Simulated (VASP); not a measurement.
# CdP (F-43m) in VASP: notebook

The runs below take CdP through single point, relaxation of cell and atoms, with PBE.

Everything below comes from runs of VASP 6.6.1. Logs are shortened: lines on timing, memory, paths and dates and some standing lists are left out, and cuts for length are marked.

## Step 1: The cell of the first run

It takes space group F-43m (No. 216, cubic). Conventional cell: a = 5.684 Å, b = 5.684 Å, c = 5.684 Å, α = 90.00°, β = 90.00°, γ = 90.00°. Cd (site symmetry -43m) has 4 P at 2.46 Å within 3.2 Å. P (site symmetry -43m) has 4 Cd at 2.46 Å within 3.2 Å.

## Step 2: Single point, PBE

Contents of INCAR:

```
SYSTEM = CdP
PREC = Accurate
ENCUT = 520
EDIFF = 1E-6
ISMEAR = 0
SIGMA = 0.1
LREAL = .FALSE.
LASPH = .TRUE.
NELM = 100
ALGO = Normal
ISIF = 2
LWAVE = .FALSE.
LCHARG = .FALSE.
GGA = PE
NBANDS = 16
```

Contents of KPOINTS:

```
Automatic mesh
0
G
  6 6 6
  0 0 0
```

Contents of POSCAR:

```
CdP
1.0
    0.0000000000      2.8417526791      2.8417526791
    2.8417526791      0.0000000000      2.8417526791
    2.8417526791      2.8417526791      0.0000000000
Cd P
1 1
Direct
    0.0000000000      0.0000000000      0.0000000000
    0.7500000000      0.7500000000      0.7500000000
```

Potentials or basis: VASP PAW PBE potentials, release 64 (Cd, P).

Launch:

```sh
$ cat potpaw_PBE.64/Cd/POTCAR potpaw_PBE.64/P/POTCAR > POTCAR
$ mpirun -np 1 vasp_std > vasp.out
```

OUTCAR:

```text
SYSTEM = CdP
   PREC = Accurate
   ENCUT = 520
   EDIFF = 1E-6
   ISMEAR = 0
   LREAL = .FALSE.
   LASPH = .TRUE.
   NELM = 100
   ISIF = 2
   GGA = PE

 ion  position               nearest neighbor table
   1  0.000  0.000  0.000-   2 2.46   2 2.46   2 2.46   2 2.46
   2  0.750  0.750  0.750-   1 2.46   1 2.46   1 2.46   1 2.46

  LATTYP: Found a face centered cubic cell.
 ALAT       =     5.6835053582

  Lattice vectors:

 A1 = (   0.0000000000,   2.8417526791,   2.8417526791)
 A2 = (   2.8417526791,   0.0000000000,   2.8417526791)
 A3 = (   2.8417526791,   2.8417526791,   0.0000000000)

Analysis of symmetry for initial positions (statically):
=====================================================================
 Subroutine PRICEL returns:
 Original cell was already a primitive cell.

 Routine SETGRP: Setting up the symmetry group for a
 face centered cubic supercell.

 Subroutine GETGRP returns: Found 24 space group operations
 (whereof 24 operations were pure point group operations)
 out of a pool of 48 trial point group operations.

The static configuration has the point symmetry T_d .

Analysis of symmetry for dynamics (positions and initial velocities):
=====================================================================
 Subroutine PRICEL returns:
 Original cell was already a primitive cell.

 Routine SETGRP: Setting up the symmetry group for a
 face centered cubic supercell.

 Subroutine GETGRP returns: Found 24 space group operations
 (whereof 24 operations were pure point group operations)
 out of a pool of 48 trial point group operations.

The dynamic configuration has the point symmetry T_d .

 Subroutine INISYM returns: Found 24 space group operations
 (whereof 24 operations are pure point group operations),
 and found     1 'primitive' translations

----------------------------------------------------------------------------------------

                                     Primitive cell

  volume of cell :      45.8975

  direct lattice vectors                    reciprocal lattice vectors
     0.000000000  2.841752679  2.841752679    -0.175947754  0.175947754  0.175947754
     2.841752679  0.000000000  2.841752679     0.175947754 -0.175947754  0.175947754
     2.841752679  2.841752679  0.000000000     0.175947754  0.175947754 -0.175947754

  length of vectors
[... 71 lines left out ...]
   ENCUT  =  520.0 eV  38.22 Ry    6.18 a.u.   7.47  7.47  7.47*2*pi/ulx,y,z
   NELM   =    100;   NELMIN=  2; NELMDL= -5     # of ELM steps
   EDIFF  = 0.1E-05   stopping-criterion for ELM
   LREAL  =      F    real-space projection
   EDIFFG = 0.1E-04   stopping-criterion for IOM
   NSW    =      0    number of steps for IOM
   IBRION =     -1    ionic relax: 0-MD 1-quasi-New 2-CG
   NFREE  =      0    steps in history (QN), initial steepest desc. (CG)
   ISIF   =      2    stress and relaxation
   ISYM   =      2    0-nonsym 1-usesym 2-fastsym
   POTIM  = 0.5000    time-step for ionic-motion
   TEBEG  =    0.0;   TEEND  =   0.0 temperature during run
   PSTRESS=    0.0 pullay stress
   NELECT =      17.0000    total number of electrons
   NUPDOWN=      -1.0000    fix difference up-down
   EMIN   =  10.00;   EMAX   =-10.00  energy-range for DOS
   EFERMI =   0.00;   METHOD = LEGACY
   ISMEAR =     0;   SIGMA  =   0.10  broadening in eV -4-tet -1-fermi 0-gaus
   EFERMI_NEDOS =   21; number of points for ismear=-14 and -15
   IALGO  =     38    algorithm
   IMIX   =      4    mixing-type and parameters
     AMIX     =   0.40;   BMIX     =  1.00
     AMIX_MAG =   1.60;   BMIX_MAG =  1.00
  volume/ion in A,a.u.               =      22.95       154.87
  Fermi-wavevector in a.u.,A,eV,Ry     =   1.175696  2.221742 18.806788  1.382260
  Thomas-Fermi vector in A             =   2.312072
   LORBIT       =      0    0 simple, 1 ext, 2 COOP (PROOUT), +10 PAW based schemes
   GGA     = PE    functional components
   LHFCALC =     F    Hartree Fock is set to
   AEXX    =    0.0000 exact exchange contribution
   IVDW    =     0    specifies the selected vdW correction
   LEPSILON=     F    determine dielectric tensor
   LRPA    =     F    only Hartree local field effects (RPA)
 non-spin polarized calculation
 Gauss-broadening in eV      SIGMA  =   0.10
  energy-cutoff  :      520.00
  volume of cell :       45.90
 maximum number of plane-waves:      1258
 NGX is ok and might be reduce to    30
   NGX = 15   NGY = 15   NGZ = 15

 number of electron      16.9999997 magnetization

 Free energy of the ion-electron system (eV)
  ---------------------------------------------------
  ext. energy  EPLUGINS =         0.00000000
  ---------------------------------------------------
  free energy    TOTEN  =        -5.40932814 eV

  energy without entropy =       -5.39766755  energy(sigma->0) =       -5.40349785

 E-fermi :   2.2253     XC(G=0):  -9.6803

 val. band max:        2.1502261629   @ k =   0.3333   0.1667   0.0000
 cond. band min:       2.2263412848   @ k =   0.3333   0.1667   0.0000
 fundamental gap:      0.0761151219
 Fermi energy:         2.2252558491

 k-point     1 :       0.0000    0.0000    0.0000
  band No.  band energies     occupation
      1      -8.7276      2.00000
      2      -6.1269      2.00000
      3      -6.1269      2.00000
      4      -6.1269      2.00000
      5      -5.6177      2.00000
      6      -5.6177      2.00000
[... 281 lines left out ...]
      3      -5.8520      2.00000
      4      -5.7126      2.00000
      5      -5.5625      2.00000
      6      -4.2047      2.00000
[... 8 lines left out ...]
     15      15.4474      0.00000
     16      16.2336      0.00000

------------------------ aborting loop because EDIFF is reached ----------------------------------------

  FORCE on cell =-STRESS in cart. coord.  units (eV):
  Direction    XX          YY          ZZ          XY          YZ          ZX
  --------------------------------------------------------------------------------------
  -------------------------------------------------------------------------------------
  Total        2.3809969      2.3809969      2.3809969     -0.0000000      0.0000000     -0.0000000
  in kB       83.1152239     83.1152239     83.1152239     -0.0000000      0.0000000     -0.0000000
  external PRESSURE =      83.1152239 kB  Pullay stress =       0.0000000 kB

 VOLUME and BASIS-vectors are now :
 -----------------------------------------------------------------------------
  energy-cutoff  :      520.00
  volume of cell :       45.90
      direct lattice vectors                 reciprocal lattice vectors
     0.000000000  2.841752679  2.841752679    -0.175947754  0.175947754  0.175947754
     2.841752679  0.000000000  2.841752679     0.175947754 -0.175947754  0.175947754
     2.841752679  2.841752679  0.000000000     0.175947754  0.175947754 -0.175947754

 POSITION                                       TOTAL-FORCE (eV/Angst)
 -----------------------------------------------------------------------------------
      0.00000      0.00000      0.00000        -0.000000      0.000000      0.000000
      4.26263      4.26263      4.26263         0.000000     -0.000000     -0.000000
 -----------------------------------------------------------------------------------
    total drift:                                0.000001      0.000001      0.000001

  FREE ENERGIE OF THE ION-ELECTRON SYSTEM (eV)
  ---------------------------------------------------
  free  energy   TOTEN  =        -5.4093281448 eV

  energy  without entropy=       -5.3976675497  energy(sigma->0) =       -5.40349785
```

stdout:

```text
POSCAR found type information on POSCAR CdP
 POSCAR found :  2 types and       2 ions
 scaLAPACK will be used
 LDA part: xc-table for (Slater+PW92), standard interpolation
 POSCAR, INCAR and KPOINTS ok, starting setup
 FFT: planning ... GRIDC
 FFT: planning ... GRID_SOFT
 FFT: planning ... GRID
 WAVECAR not read
 entering main loop
```

It took 13 s on 1 thread of Intel Xeon 6975P-C (Granite Rapids), shared host; peak memory 0.16 GiB.

What came out:

```yaml
Free_energy: -5.4093 eV
Pressure: 8.3 GPa
Band_gap_on_the_k_mesh: zero (an odd number of electrons rules out a gap without spin polarisation)
```

Caveat: the cell stands under pressure.

## Step 3: Single point, PBE

This run uses another cell than the first one, of 25.72 Å³/atom.

Contents of INCAR:

```
PREC = Accurate
ENCUT = 520
EDIFF = 1E-6
ISMEAR = 0
SIGMA = 0.1
LREAL = F
LASPH = T
NELM = 100
ALGO = Normal
ISIF = 2
LWAVE = F
LCHARG = T
GGA = PE
LELF = T
LVHAR = T
NBANDS = 16
```

Contents of KPOINTS:

```
regular mesh
0
Gamma
  6 6 6
```

Contents of POSCAR:

```
CdP
1.0
    0.0000000000      2.9519525536      2.9519525536
    2.9519525536      0.0000000000      2.9519525536
    2.9519525536      2.9519525536      0.0000000000
Cd P
1 1
Direct
    0.0000000000      0.0000000000      0.0000000000
    0.7500000000      0.7500000000      0.7500000000
```

Potentials or basis: VASP PAW PBE potentials, release 64 (Cd, P).

Launch:

```sh
$ cat potpaw_PBE.64/Cd/POTCAR potpaw_PBE.64/P/POTCAR > POTCAR
$ mpirun -np 1 vasp_std > vasp.out
```

OUTCAR:

```text
PREC = Accurate
   ENCUT = 520
   EDIFF = 1E-6
   ISMEAR = 0
   LREAL = F
   LASPH = T
   NELM = 100
   ISIF = 2
   GGA = PE

 ion  position               nearest neighbor table
   1  0.000  0.000  0.000-   2 2.56   2 2.56   2 2.56   2 2.56
   2  0.750  0.750  0.750-   1 2.56   1 2.56   1 2.56   1 2.56

  LATTYP: Found a face centered cubic cell.
 ALAT       =     5.9039051072

  Lattice vectors:

 A1 = (   0.0000000000,   2.9519525536,   2.9519525536)
 A2 = (   2.9519525536,   0.0000000000,   2.9519525536)
 A3 = (   2.9519525536,   2.9519525536,   0.0000000000)

Analysis of symmetry for initial positions (statically):
=====================================================================
 Subroutine PRICEL returns:
 Original cell was already a primitive cell.

 Routine SETGRP: Setting up the symmetry group for a
 face centered cubic supercell.

 Subroutine GETGRP returns: Found 24 space group operations
 (whereof 24 operations were pure point group operations)
 out of a pool of 48 trial point group operations.

The static configuration has the point symmetry T_d .

Analysis of symmetry for dynamics (positions and initial velocities):
=====================================================================
 Subroutine PRICEL returns:
 Original cell was already a primitive cell.

 Routine SETGRP: Setting up the symmetry group for a
 face centered cubic supercell.

 Subroutine GETGRP returns: Found 24 space group operations
 (whereof 24 operations were pure point group operations)
 out of a pool of 48 trial point group operations.

The dynamic configuration has the point symmetry T_d .

 Subroutine INISYM returns: Found 24 space group operations
 (whereof 24 operations are pure point group operations),
 and found     1 'primitive' translations

----------------------------------------------------------------------------------------

                                     Primitive cell
[... 99 lines left out ...]
   IALGO  =     38    algorithm
   IMIX   =      4    mixing-type and parameters
     AMIX     =   0.40;   BMIX     =  1.00
     AMIX_MAG =   1.60;   BMIX_MAG =  1.00
  volume/ion in A,a.u.               =      25.72       173.59
  Fermi-wavevector in a.u.,A,eV,Ry     =   1.131805  2.138802 17.428839  1.280983
  Thomas-Fermi vector in A             =   2.268505
   LORBIT       =      0    0 simple, 1 ext, 2 COOP (PROOUT), +10 PAW based schemes
   GGA     = PE    functional components
   LHFCALC =     F    Hartree Fock is set to
   AEXX    =    0.0000 exact exchange contribution
   IVDW    =     0    specifies the selected vdW correction
   LEPSILON=     F    determine dielectric tensor
   LRPA    =     F    only Hartree local field effects (RPA)
 non-spin polarized calculation
 Gauss-broadening in eV      SIGMA  =   0.10
  energy-cutoff  :      520.00
  volume of cell :       51.45
 maximum number of plane-waves:      1411
   NGX = 15   NGY = 15   NGZ = 15

 number of electron      17.0000005 magnetization

 Free energy of the ion-electron system (eV)
  ---------------------------------------------------
  ext. energy  EPLUGINS =         0.00000000
  ---------------------------------------------------
  free energy    TOTEN  =        -5.54877547 eV

  energy without entropy =       -5.53727545  energy(sigma->0) =       -5.54302546

 E-fermi :   1.3705     XC(G=0):  -9.1555

 val. band max:        1.2773798257   @ k =   0.5000   0.1667   0.0000
 cond. band min:       1.3744289980   @ k =   0.3333   0.1667   0.0000
 fundamental gap:      0.0970491723
 Fermi energy:         1.3705210330

 k-point     1 :       0.0000    0.0000    0.0000
  band No.  band energies     occupation
      1      -8.9680      2.00000
      2      -6.6146      2.00000
      3      -6.6146      2.00000
      4      -6.6146      2.00000
      5      -6.2270      2.00000
      6      -6.2270      2.00000
[... 281 lines left out ...]
      3      -6.4078      2.00000
      4      -6.2991      2.00000
      5      -6.1853      2.00000
      6      -5.0881      2.00000
[... 8 lines left out ...]
     15      14.0257      0.00000
     16      14.6468      0.00000

------------------------ aborting loop because EDIFF is reached ----------------------------------------

  FORCE on cell =-STRESS in cart. coord.  units (eV):
  Direction    XX          YY          ZZ          XY          YZ          ZX
  --------------------------------------------------------------------------------------
  -------------------------------------------------------------------------------------
  Total        0.1611460      0.1611460      0.1611460     -0.0000000     -0.0000000      0.0000000
  in kB        5.0184768      5.0184768      5.0184768     -0.0000000     -0.0000000      0.0000000
  external PRESSURE =       5.0184768 kB  Pullay stress =       0.0000000 kB

 VOLUME and BASIS-vectors are now :
 -----------------------------------------------------------------------------
  energy-cutoff  :      520.00
  volume of cell :       51.45
      direct lattice vectors                 reciprocal lattice vectors
     0.000000000  2.951952554  2.951952554    -0.169379416  0.169379416  0.169379416
     2.951952554  0.000000000  2.951952554     0.169379416 -0.169379416  0.169379416
     2.951952554  2.951952554  0.000000000     0.169379416  0.169379416 -0.169379416

 POSITION                                       TOTAL-FORCE (eV/Angst)
 -----------------------------------------------------------------------------------
      0.00000      0.00000      0.00000        -0.000000     -0.000000     -0.000000
      4.42793      4.42793      4.42793         0.000000      0.000000      0.000000
 -----------------------------------------------------------------------------------
    total drift:                                0.000000      0.000000      0.000000

  FREE ENERGIE OF THE ION-ELECTRON SYSTEM (eV)
  ---------------------------------------------------
  free  energy   TOTEN  =        -5.5487754677 eV

  energy  without entropy=       -5.5372754515  energy(sigma->0) =       -5.54302546
```

It took 14 s on 1 thread of Intel Xeon 6975P-C (Granite Rapids), shared host; peak memory 0.17 GiB.

Results:

- Free energy: -5.5488 eV
- Pressure: 0.5 GPa
- Band gap on the k mesh: zero (an odd number of electrons rules out a gap without spin polarisation)

## Step 4: Relaxation of cell and atoms, PBE

Contents of INCAR:

```
  PREC = Accurate
  ENCUT = 600
  EDIFF = 1E-7
  ISMEAR = 0
  SIGMA = 0.1
  LREAL = False
  LASPH = True
  NELM = 60
  ALGO = Normal
  ISIF = 3
  LWAVE = False
  LCHARG = False
  GGA = PE
  IBRION = 2
  NSW = 90
  EDIFFG = -0.04
```

KPOINTS is that of step 3.

Contents of POSCAR:

```
CdP
1.0
    0.0000000000      2.8417526791      2.8417526791
    2.8417526791      0.0000000000      2.8417526791
    2.8417526791      2.8417526791      0.0000000000
Cd P
1 1
Direct
    0.0000000000      0.0000000000      0.0000000000
    0.7500000000      0.7500000000      0.7500000000
```

Launch:

```sh
$ cat potpaw_PBE.64/Cd/POTCAR potpaw_PBE.64/P/POTCAR > POTCAR
$ mpirun -np 1 vasp_std > vasp.out
```

Wall time 25 s (1 thread of Intel Xeon 6975P-C (Granite Rapids), shared host); peak memory 0.18 GiB.

Results (log left out):

```yaml
Free_energy: -5.5476 eV
Relaxed_volume: 25.95 Å³/atom
Relaxed_cell: a = 4.187 Å, b = 4.187 Å, c = 4.187 Å, α = 60.00°, β = 60.00°, γ = 60.00°
Space_group_after_relaxing_to_0.1_Å: F-43m (No. 216)
Energy_gained_by_relaxing: 69.2 meV/atom
Ionic_steps: 3
Pressure_after_relaxing: 0.0 GPa
Band_gap_on_the_k_mesh: zero (an odd number of electrons rules out a gap without spin polarisation)
```

Step by step:
```
step  energy change (eV)  largest force (eV/Å)  pressure (GPa)  volume (Å³)
   1              0.0000                0.0000            8.26        45.90
   2             -0.1242                0.0000           -1.93        54.21
   3             -0.1385                0.0000            0.04        51.90
```

Final structure:
```
Cd P
1.0
     0.00000    2.96059    2.96059
     2.96059    0.00000    2.96059
     2.96059    2.96059    0.00000
Cd P
1 1
Direct
  0.00000 0.00000 0.00000
  0.75000 0.75000 0.75000
```

Levels at points of the mesh, in eV from the Fermi level:
```tsv
k point	band 5	band 6	band 7	band 8	band 9	band 10	band 11	band 12
(0.00, 0.00, 0.00)	-7.58	-7.58	1.21	1.21	1.21	2.33	5.99	5.99
(0.50, 0.00, 0.00)	-7.55	-6.86	-3.96	0.30	0.30	3.34	6.56	6.56
(0.50, 0.50, 0.00)	-7.51	-6.61	-3.62	-1.03	-1.03	3.50	4.11	10.14
```

(Part 1 of 2 ends here.)

The gap in the log of VASP goes by the Fermi energy; the results here count the filled bands.